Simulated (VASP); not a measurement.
BaTiO3: single point with PBEsol

The system is BaTiO3.

```
Ba Ti O
1.0
     3.95530    0.00000    0.00000
     0.00000    3.95530    0.00000
     0.00000    0.00000    4.04498
Ba Ti O
1 1 3
Direct
  0.00000 0.00000 0.99802
  0.50000 0.50000 0.48277
  0.50000 0.50000 0.02790
  0.50000 0.00000 0.51716
  0.00000 0.50000 0.51716
```

```json
{
  "Program": "VASP 6.6.1",
  "Task": "single point",
  "Functional": "PBEsol",
  "Potentials or basis": "VASP PAW PBE potentials, release 64 (Ba_sv, Ti_sv, O)",
  "Cutoff": "520 eV",
  "k mesh": "6 × 6 × 6",
  "Occupations": "fermi-dirac, width 0.02 eV",
  "Spin": "no spin polarisation"
}
```

```
Pressure               : 1.9 GPa
Largest force          : 0.053 eV/Å
Band gap on the k mesh : 1.78 eV (least direct gap 2.19 eV)
```

Forces in eV/Å, atoms in the order of the input:
```
Ba   0.000  0.000  0.035
Ti   0.000  0.000  0.053
O    0.000  0.000 -0.053
O    0.000  0.000 -0.017
O    0.000  0.000 -0.017
```

Levels at points of the mesh, in eV from the valence-band top:
```csv
k point,band 18,band 19,band 20,band 21,band 22,band 23
"(0.00, 0.00, 0.00)",-0.50,-0.41,-0.41,1.78,2.17,2.17
"(0.50, 0.00, 0.00)",-1.78,-1.20,-1.02,2.30,3.61,3.67
"(0.50, 0.50, 0.00)",-1.03,-1.03,-0.08,3.70,3.70,4.07
"(0.00, 0.00, 0.50)",-2.07,-0.73,-0.73,1.94,3.62,3.62
"(0.50, 0.00, 0.50)",-1.00,-0.97,-0.31,3.64,3.64,3.98
"(0.50, 0.50, 0.50)",-0.22,-0.22,0.00,4.26,4.26,4.31
```

It took 41 s on 1 thread of Intel(R) Xeon(R) 6975P-C (Granite Rapids), on a shared host, peak memory 0.21 GiB.

Caveat: the PAW data sets were made with another functional, which shifts forces and pressure a little; spin-orbit coupling is left out, which moves the levels of the heavy elements. A k mesh can miss the band edges.
